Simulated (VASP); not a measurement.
# Ni (I4/mmm) in VASP: single point with PBE

Aim: the single point of Ni with PBE.

All numbers are computed with VASP 6.6.1; they aren't measurements. Logs are shortened: lines on timing, memory, paths and dates and some standing lists are left out, and cuts for length are marked.

## 1. The cell of the first run

It takes space group I4/mmm (No. 139, tetragonal). The conventional cell has a = 2.660 Å, b = 2.660 Å, c = 2.800 Å, α = 90.00°, β = 90.00°, γ = 90.00°. Ni (site symmetry 4/mmm) has 14 Ni at 2.35 to 2.80 Å within 3.1 Å.

## 2. Single point, PBE, collinear spin, ferromagnetic start (strain -0.0500 x Voigt [1, 1, 0, 0, 0, 0])

INCAR

```
SYSTEM = Ni
PREC     = Accurate       ! precision mode
ENCUT    = 520            ! plane-wave cutoff, eV
EDIFF    = 1E-7           ! SCF threshold, eV
ISMEAR   = 0              ! smearing method
SIGMA    = 0.15           ! smearing width, eV
LREAL    = .FALSE.        ! projectors in reciprocal space
LASPH    = .TRUE.         ! aspherical terms in the spheres
NELM     = 150            ! most SCF steps
ALGO     = Normal         ! electronic algorithm
ISIF     = 2              ! what is computed and relaxed
LWAVE    = .FALSE.        ! write WAVECAR
LCHARG   = .TRUE.         ! write CHGCAR
ISPIN    = 2              ! spin polarisation
MAGMOM   = 0.64           ! initial moments
LORBIT   = 11             ! projections on sites
LMAXMIX  = 4              ! l up to which the mixer works
GGA      = PE             ! functional
LELF     = .TRUE.         ! ELF
LVHAR    = .TRUE.       
NBANDS   = 15             ! bands
```

KPOINTS

```
Automatic mesh
0
G
  30 30 30
  0 0 0
```

POSCAR

```
Ni
1.0
   -1.3302278122      1.3302278122      1.4002398023
    1.3302278122     -1.3302278122      1.4002398023
    1.3302278122      1.3302278122     -1.4002398023
Ni
1
Direct
    0.0000000000      0.0000000000      0.0000000000
```

Potentials or basis: VASP PAW PBE potentials, release 64 (Ni).

Launch:

```
$ cat potpaw_PBE.64/Ni/POTCAR > POTCAR
$ mpirun -np 1 vasp_std > vasp.out
```

OUTCAR:

```text
SYSTEM = Ni
   PREC = Accurate
   ENCUT = 520
   EDIFF = 1E-7
   ISMEAR = 0
   LREAL = .FALSE.
   LASPH = .TRUE.
   NELM = 150
   ISIF = 2
   ISPIN = 2
   LORBIT = 11
   GGA = PE

 ion  position               nearest neighbor table
   1  0.000  0.000  0.000-

  LATTYP: Found a body centered tetragonal cell.
 ALAT       =     2.6604556244
 C/A-ratio  =     1.0526315789

  Lattice vectors:

 A1 = (  -1.3302278122,   1.3302278122,   1.4002398023)
 A2 = (   1.3302278122,  -1.3302278122,   1.4002398023)
 A3 = (   1.3302278122,   1.3302278122,  -1.4002398023)

Analysis of symmetry for initial positions (statically):
=====================================================================
 Subroutine PRICEL returns:
 Original cell was already a primitive cell.

 Routine SETGRP: Setting up the symmetry group for a
 body centered tetragonal supercell.

 Subroutine GETGRP returns: Found 16 space group operations
 (whereof 16 operations were pure point group operations)
 out of a pool of 16 trial point group operations.

The static configuration has the point symmetry D_4h.

Analysis of symmetry for dynamics (positions and initial velocities):
=====================================================================
 Subroutine PRICEL returns:
 Original cell was already a primitive cell.

 Routine SETGRP: Setting up the symmetry group for a
 body centered tetragonal supercell.

 Subroutine GETGRP returns: Found 16 space group operations
 (whereof 16 operations were pure point group operations)
 out of a pool of 16 trial point group operations.

The dynamic configuration has the point symmetry D_4h.

Analysis of structural, dynamic, and magnetic symmetry:
=====================================================================
 Subroutine PRICEL returns:
 Original cell was already a primitive cell.

 Routine SETGRP: Setting up the symmetry group for a
 body centered tetragonal supercell.

 Subroutine GETGRP returns: Found 16 space group operations
 (whereof 16 operations were pure point group operations)
 out of a pool of 16 trial point group operations.

The overall configuration has the point symmetry D_4h.

 Subroutine INISYM returns: Found 16 space group operations
 (whereof 16 operations are pure point group operations),
 and found     1 'primitive' translations

----------------------------------------------------------------------------------------

                                     Primitive cell

  volume of cell :       9.9109

  direct lattice vectors                    reciprocal lattice vectors
    -1.330227812  1.330227812  1.400239802     0.000000000  0.375875467  0.357081694
     1.330227812 -1.330227812  1.400239802     0.375875467  0.000000000  0.357081694
     1.330227812  1.330227812 -1.400239802     0.375875467  0.375875467  0.000000000

  length of vectors
     2.345140416  2.345140416  2.345140416     0.518449325  0.518449325  0.531568183
[... 125 lines left out ...]

  energy without entropy =       -5.29708273  energy(sigma->0) =       -5.30573301

 E-fermi :  10.6119     XC(G=0): -13.8101

 val. band max:       10.6116163216   @ k =   0.4667   0.1333  -0.0000
 cond. band min:      10.6119294057   @ k =  -0.1333   0.2333   0.1333
 fundamental gap:      0.0003130841
 Fermi energy:        10.6118656620

 spin component 1

 k-point     1 :       0.0000    0.0000    0.0000
  band No.  band energies     occupation
      1       1.0808      1.00000
      2       8.0437      1.00000
      3       8.0437      1.00000
      4       8.3339      1.00000
      5       9.5272      1.00000
      6       9.8723      1.00000
      7      37.2636      0.00000
      8      38.4282      0.00000
      9      38.4282      0.00000
     10      43.2439      0.00000
     11      44.0625      0.00000
     12      44.4257      0.00000
     13      45.2946      0.00000
     14      45.2946      0.00000
[... 403 lines left out ...]
      4       9.3642      1.00000
      5       9.6334      1.00000
      6       9.8255      1.00000
      7      25.3693      0.00000
      8      32.8997      0.00000
      9      35.2834      0.00000
     10      37.5449      0.00000
     11      40.8386      0.00000
     12      44.6577      0.00000
     13      47.5223      0.00000
     14      53.9777      0.00000
     15      56.2363      0.00000

 [... further k-points ...]

 Fermi energy:        10.6118656620

 spin component 2

 k-point     1 :       0.0000    0.0000    0.0000
  band No.  band energies     occupation
      1       1.0743      1.00000
      2       8.6323      1.00000
      3       8.6323      1.00000
      4       8.8847      1.00000
      5       9.9655      1.00000
      6      10.2582      0.99957
      7      37.1834      0.00000
      8      38.3563      0.00000
      9      38.3563      0.00000
     10      43.2019      0.00000
     11      43.9908      0.00000
     12      44.5516      0.00000
     13      45.4417      0.00000
     14      45.4417      0.00000
[... 403 lines left out ...]
      4       9.8431      1.00000
      5      10.2003      0.99995
      6      10.2658      0.99945
      7      25.5011      0.00000
      8      32.8768      0.00000
      9      35.3938      0.00000
     10      37.6113      0.00000
     11      40.9094      0.00000
     12      44.6624      0.00000
     13      47.5601      0.00000
     14      54.0188      0.00000
     15      57.2206      0.00000

 [... further k-points ...]

------------------------ aborting loop because EDIFF is reached ----------------------------------------

  FORCE on cell =-STRESS in cart. coord.  units (eV):
  Direction    XX          YY          ZZ          XY          YZ          ZX
  --------------------------------------------------------------------------------------
  -------------------------------------------------------------------------------------
  Total        1.4472258      1.4472258      1.7041336      0.0000000     -0.0000000      0.0000000
  in kB      233.9550466    233.9550466    275.4861510      0.0000000     -0.0000000      0.0000000
  external PRESSURE =     247.7987481 kB  Pullay stress =       0.0000000 kB

 VOLUME and BASIS-vectors are now :
 -----------------------------------------------------------------------------
  energy-cutoff  :      520.00
  volume of cell :        9.91
      direct lattice vectors                 reciprocal lattice vectors
    -1.330227812  1.330227812  1.400239802     0.000000000  0.375875467  0.357081694
     1.330227812 -1.330227812  1.400239802     0.375875467  0.000000000  0.357081694
     1.330227812  1.330227812 -1.400239802     0.375875467  0.375875467  0.000000000

 POSITION                                       TOTAL-FORCE (eV/Angst)
 -----------------------------------------------------------------------------------
      0.00000      0.00000      0.00000         0.000000      0.000000      0.000000
 -----------------------------------------------------------------------------------
    total drift:                                0.000000      0.000000      0.000000

  FREE ENERGIE OF THE ION-ELECTRON SYSTEM (eV)
  ---------------------------------------------------
  free  energy   TOTEN  =        -5.3143832942 eV

  energy  without entropy=       -5.2970827265  energy(sigma->0) =       -5.30573301

 total charge

# of ion       s       p       d       tot
------------------------------------------
    1        0.533   0.577   8.386   9.496

 magnetization (x)

# of ion       s       p       d       tot
------------------------------------------
    1       -0.004  -0.015   0.493   0.474
```

Run time: 14 min. Hardware: 1 thread of Intel Xeon 8259CL, shared host; peak memory 0.52 GiB.

Results:

| Quantity | Value |
| --- | --- |
| Free energy | -5.3144 eV |
| Pressure | 24.8 GPa |
| Net moment | 0.47 μB per cell |
| Site moments | Ni +0.47 μB |
| Valence electrons inside the program's atomic spheres | Ni 9.50 |

Levels at points of the mesh, in eV from the Fermi level:
Spin up:
```csv
k point,band 1,band 2,band 3,band 4,band 5,band 6,band 7,band 8,band 9,band 10
"(0.00, 0.00, 0.00)",-9.53,-2.57,-2.57,-2.28,-1.08,-0.74,26.65,27.82,27.82,32.63
"(0.50, 0.00, 0.00)",-5.12,-3.41,-1.13,-0.69,0.03,0.07,7.08,20.42,22.11,25.71
"(0.50, 0.50, 0.00)",-5.10,-3.78,-0.75,-0.64,0.12,0.48,7.69,19.16,20.39,24.41
"(0.50, 0.50, 0.50)",-4.74,-4.68,-0.20,-0.14,-0.14,9.00,11.14,11.14,15.92,17.23
```
Spin down:
| k point | band 1 | band 2 | band 3 | band 4 | band 5 | band 6 | band 7 | band 8 | band 9 | band 10 |
| --- | --- | --- | --- | --- | --- | --- | --- | --- | --- | --- |
| (0.00, 0.00, 0.00) | -9.54 | -1.98 | -1.98 | -1.73 | -0.65 | -0.35 | 26.57 | 27.74 | 27.74 | 32.59 |
| (0.50, 0.00, 0.00) | -4.81 | -2.89 | -0.68 | -0.25 | 0.01 | 0.73 | 7.40 | 20.36 | 22.21 | 25.82 |
| (0.50, 0.50, 0.00) | -4.81 | -3.25 | -0.30 | -0.19 | 0.46 | 0.80 | 7.97 | 19.11 | 20.47 | 24.55 |
| (0.50, 0.50, 0.50) | -4.50 | -4.38 | 0.42 | 0.53 | 0.53 | 9.03 | 11.18 | 11.18 | 16.02 | 17.34 |

Caveat: the cell differs from its parent crystal (strain -0.0500 x Voigt [1, 1, 0, 0, 0, 0]); the cell stands under pressure.
